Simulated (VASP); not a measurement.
C, 2 atoms in the cell. The structure is tetragonal, space group I4_1/amd (No. 141). The conventional cell has a = 2.613 Å, b = 2.613 Å, c = 3.838 Å, α = 90.00°, β = 90.00°, γ = 90.00°. C (site symmetry -4m2) has 4 C at 1.62 Å within 2.2 Å.  This cell differs from its parent crystal: strain +0.040 along x and y, +0.080 along z.

- Program: VASP 6.6.1
- Task: single point
- Functional: PBEsol
- Potentials or basis: VASP PAW PBE potentials, release 64 (C)
- Cutoff: 520 eV
- k mesh: 12 × 12 × 12
- Occupations: gaussian, width 0.05 eV
- Spin: no spin polarisation
- Dipole correction: no
- Further INCAR settings: ALGO = Normal; EDIFF = 1e-07; NBANDS = 11

Potentials or basis: VASP PAW PBE potentials, release 64 (C).

Command:

```bash
$ cat potpaw_PBE.64/C/POTCAR > POTCAR
$ mpirun -np 1 vasp_std > vasp.out
```

Hardware: 1 thread of Intel Xeon 8259CL, on a shared host.

Task: Estimate the wall time of this run.

Result: Wall time 30 s on 1 thread of Intel Xeon 8259CL, on a shared host, peak memory 0.13 GiB. Counts: scf iterations 12, k points 163.
